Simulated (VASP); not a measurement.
Input of a VASP 6.6.1 run:

INCAR

```
SYSTEM = ScTiSe
ALGO     = Normal         ! electronic algorithm
EDIFF    = 1E-6           ! SCF threshold, eV
EDIFFG   = -0.01          ! ionic threshold
ENCUT    = 600            ! plane-wave cutoff, eV
GGA      = PE             ! functional
IBRION   = 2              ! ionic algorithm
ISIF     = 3              ! what is computed and relaxed
ISMEAR   = 0              ! smearing method
LASPH    = .TRUE.         ! aspherical terms in the spheres
LCHARG   = .FALSE.        ! write CHGCAR
LREAL    = .FALSE.        ! projectors in reciprocal space
LWAVE    = .FALSE.        ! write WAVECAR
NELM     = 60             ! most SCF steps
NSW      = 100            ! ionic steps
PREC     = Accurate       ! precision mode
SIGMA    = 0.1            ! smearing width, eV
```

The input KPOINTS:

```
k-points
0
G
  12 12 14
  0 0 0
```

The input POSCAR:

```
ScTiSe
1.0
    4.3677027621      0.0000000000      0.0000000000
   -2.1838513810      3.7825415482      0.0000000000
    0.0000000000      0.0000000000      3.5505112062
Sc Ti Se
1 1 1
Direct
    0.0000000000      0.0000000000      0.0000000000
    0.3333333333      0.6666666667      0.5000000000
    0.6666666667      0.3333333333      0.5000000000
```

Potentials or basis: VASP PAW PBE potentials, release 64 (Sc_sv, Ti_sv, Se).

Launch:

```console
$ cat potpaw_PBE.64/Sc_sv/POTCAR potpaw_PBE.64/Ti_sv/POTCAR potpaw_PBE.64/Se/POTCAR > POTCAR
$ mpirun -np 1 vasp_std > vasp.out
```

(1) Estimate the relaxed volume.

(2) Predict the relaxed cell.

(3) Estimate the space group after relaxing (to 0.05 Å).

Answers

(1) 19.51 Å³/atom.

(2) a = 4.365 Å, b = 4.365 Å, c = 3.549 Å, α = 90.00°, β = 90.00°, γ = 120.00°.

(3) P-6m2 (No. 187).
